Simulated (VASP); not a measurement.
Set up this calculation in VASP 6.6.1, as the native input.

- Task: single point
- Functional: LDA
- Potentials or basis: VASP PAW LDA potentials, release 64 (Cd, S)
- Cutoff: 500 eV
- k mesh: 6 × 6 × 6
- Occupations: fermi-dirac, width 0.05 eV
- Spin: no spin polarisation
- Dipole correction: no
- Further INCAR settings: ALGO = Normal; EDIFF = 1e-06; NBANDS = 16

The structure of CdS lies in POSCAR:

```
CdS
1.0
    0.0000000000      2.7532440000      2.7532440000
    2.7532440000      0.0000000000      2.7532440000
    2.7532440000      2.7532440000      0.0000000000
Cd S
1 1
Direct
    0.0000000000      0.0000000000      0.0000000000
    0.5000000000      0.5000000000      0.5000000000
```

One way to write it, as run:

INCAR

```
ALGO = Normal
EDIFF = 1E-6
ENCUT = 500
GGA_COMPAT = False
ISIF = 2
ISMEAR = -1
LASPH = True
LCHARG = False
LREAL = False
LWAVE = False
NBANDS = 16
NELM = 120
PREC = Accurate
SIGMA = 0.05
```

KPOINTS

```
k-points
0
Gamma
  6 6 6
```

Potentials or basis: VASP PAW LDA potentials, release 64 (Cd, S).

Command:

```bash
$ cat potpaw_LDA.64/Cd/POTCAR potpaw_LDA.64/S/POTCAR > POTCAR
$ mpirun -np 1 vasp_std > vasp.out
```

It gave:

```yaml
Pressure: -6.4 GPa
```

Run time: 18 s on 1 thread of AMD EPYC 7R13, with other jobs on the host, peak memory 0.11 GiB.
